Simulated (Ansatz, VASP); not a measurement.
Eu: VASP beside Ansatz

File INCAR:

```
SYSTEM = Eu
PREC = Accurate ; ENCUT = 520
EDIFF = 1E-7 ; ISMEAR = -1
SIGMA = 0.05 ; LREAL = .FALSE.
LASPH = .TRUE. ; NELM = 150
ALGO = Normal ; ISIF = 2
LWAVE = .FALSE. ; LCHARG = .FALSE.
ISPIN = 2 ; MAGMOM = 6.925
LORBIT = 11 ; LMAXMIX = 6
GGA = CA ; NBANDS = 18
```

Contents of KPOINTS:

```
Automatic mesh
0
G
  4 4 4
  0 0 0
```

The input POSCAR:

```
Eu
1.0
   -2.0544259245      2.0544259245      2.0544259245
    2.0544259245     -2.0544259245      2.0544259245
    2.0544259245      2.0544259245     -2.0544259245
Eu
1
Direct
    0.0000000000      0.0000000000      0.0000000000
```

Input for Ansatz:

```yaml
crystal:
  lattice:
    - [-2.0544259245, 2.0544259245, 2.0544259245]
    - [2.0544259245, -2.0544259245, 2.0544259245]
    - [2.0544259245, 2.0544259245, -2.0544259245]
  atoms:
    - { symbol: Eu, position: [0.0, 0.0, 0.0], spin: 6.925 }
hamiltonian:
  xc: lda
  pseudopotentials:
    kind: paw
    azcp:
      Eu: "pseudopotentials/Eu.paw.azcp"
basis:
  ecutwfc: 420
  fft_grid_basis: typed
kpoints:
  mp_grid: { grid: [4, 4, 4], shift: [0, 0, 0] }
magnetization:
  spin_polarized: true
scf:
  occupations: { method: fermi_dirac, width: 0.05 }
  lower_state_search: "off"
output:
  stress: true
```

Alike in both runs: task single point; functional LDA; k mesh 4 × 4 × 4; occupations fermi-dirac, width 0.05 eV; collinear spin.

|  | VASP | Ansatz |
| --- | --- | --- |
| version | VASP 6.6.1 | Ansatz 0.2.0 |
| potentials or method | VASP PAW PBE potentials, release 64 (Eu), cutoff 520 eV | plane waves (420 eV) with PAW, scalar-relativistic |
| valence electrons in the cell | 17 | 17 |

|  | VASP | Ansatz | Ansatz less VASP |
| --- | --- | --- | --- |
| pressure (GPa) | 0.2 | 0.5 | +0.27 |
| net moment per atom (μB) | 7.04 | 7.04 | +0.005 |
| size of the moment on the site where the two differ most (μB) | 6.61 | 6.86 | +0.250 |

VASP's potentials were made for PBE, not for LDA, and Ansatz warns of the same on its side. LDA's correlation is that of Perdew and Zunger in VASP and of Perdew and Wang (1992) in Ansatz. Site moments also hang on the region over which each program counts them.

The k mesh is coarse, so the values compare programs but aren't converged. Neither program's run includes spin-orbit coupling.
